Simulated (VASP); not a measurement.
# Mn: single point with r2SCAN

Crystal: Mn.

```
Mn
1.0
     3.65689    0.00000    0.00000
    -1.82844    3.16696    0.00000
     0.00000    0.00000    4.34526
Mn
4
Direct
  0.00000 0.00000 0.25000
  0.00000 0.00000 0.75000
  0.33333 0.66667 0.75000
  0.66667 0.33333 0.25000
```

This isn't the form of Mn at room conditions, which is a 58-atom cubic cell.

```json
{
 "Program": "VASP 6.6.1",
 "Task": "single point",
 "Functional": "r2SCAN",
 "Potentials or basis": "VASP PAW PBE potentials, release 64 (Mn_sv)",
 "Cutoff": "660 eV",
 "k mesh": "9 × 9 × 2",
 "Occupations": "gaussian, width 0.1 eV",
 "Spin": "collinear spin",
 "Starting moments": "[0.0, 0.0, 0.12, 0.12] μB",
 "Dipole correction": "no",
 "Further INCAR settings": "ALGO = Normal; EDIFF = 1e-06; NBANDS = 42"
}
```

```yaml
Pressure: -1.5 GPa
Band_gap_on_the_k_mesh: zero (filled and empty bands overlap)
Net_moment: 0.00 μB per cell
Valence_electrons_inside_the_program's_atomic_spheres: Mn 13.28, 13.12 (each value once)
```

Stress tensor (GPa, compression positive):
```
-1.27  0.00  0.00
 0.00 -1.27  0.00
 0.00  0.00 -1.87
```

Levels at points of the mesh, in eV from the Fermi level:
Spin up:
| k point | band 27 | band 28 | band 29 | band 30 | band 31 | band 32 | band 33 | band 34 |
| --- | --- | --- | --- | --- | --- | --- | --- | --- |
| (0.00, 0.00, 0.00) | -1.38 | -1.02 | -1.02 | -0.69 | -0.69 | -0.32 | -0.18 | 1.08 |
| (0.00, 0.00, 0.50) | -1.53 | -1.53 | -0.53 | -0.53 | -0.53 | -0.53 | 0.38 | 0.38 |
Spin down:
```
           k point  band 27  band 28  band 29  band 30  band 31  band 32  band 33  band 34
(0.00, 0.00, 0.00)    -1.38    -1.02    -1.02    -0.69    -0.69    -0.32    -0.18     1.08
(0.00, 0.00, 0.50)    -1.53    -1.53    -0.53    -0.53    -0.53    -0.53     0.38     0.38
```

It took 4.4 min on 1 thread of Intel(R) Xeon(R) 6975P-C (Granite Rapids) (shared host), peak memory 0.28 GiB.

Caveat: the k points lie up to 0.72 Å⁻¹ apart, too coarse for converged energies and pressures of a metal; the PAW data sets were made with another functional, which shifts forces and pressure a little.
